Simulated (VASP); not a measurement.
Here is a VASP 6.6.1 calculation.

INCAR

```
PREC = Accurate
ENCUT = 520
EDIFF = 1E-6
ISMEAR = 0
SIGMA = 0.1
LREAL = False
LASPH = True
NELM = 60
ALGO = Normal
ISIF = 2
LWAVE = False
LCHARG = True
GGA = PE
LELF = True
LVHAR = True
NBANDS = 18
```

The input KPOINTS:

```
Automatic mesh
0
Gamma
  6 6 6
```

POSCAR

```
Al3O2
1.0
    2.9501567069      1.7032737689      2.4017203819
   -2.9501567069      1.7032737689      2.4017203819
    0.0000000000     -3.4065475377      2.4017203819
Al O
3 2
Direct
    0.0000000000      0.0000000000      0.5000000000
    0.5000000000      0.0000000000      0.0000000000
    0.0000000000      0.5000000000      0.0000000000
    0.7252968690      0.7252968690      0.7252968690
    0.2747031310      0.2747031310      0.2747031310
```

Potentials or basis: VASP PAW PBE potentials, release 64 (Al, O).

Command:

```console
$ cat potpaw_PBE.64/Al/POTCAR potpaw_PBE.64/O/POTCAR > POTCAR
$ mpirun -np 1 vasp_std > vasp.out
```

(1) What does it give for the largest force?

(2) Estimate the pressure.

(3) What does it give for the band gap on the k mesh?

Results:

(1) 0.004 eV/Å.

(2) 0.1 GPa.

(3) zero (an odd number of electrons rules out a gap without spin polarisation).

Caveat: an odd number of electrons without spin polarisation forces a metal; a magnetic or distorted state may lie lower.
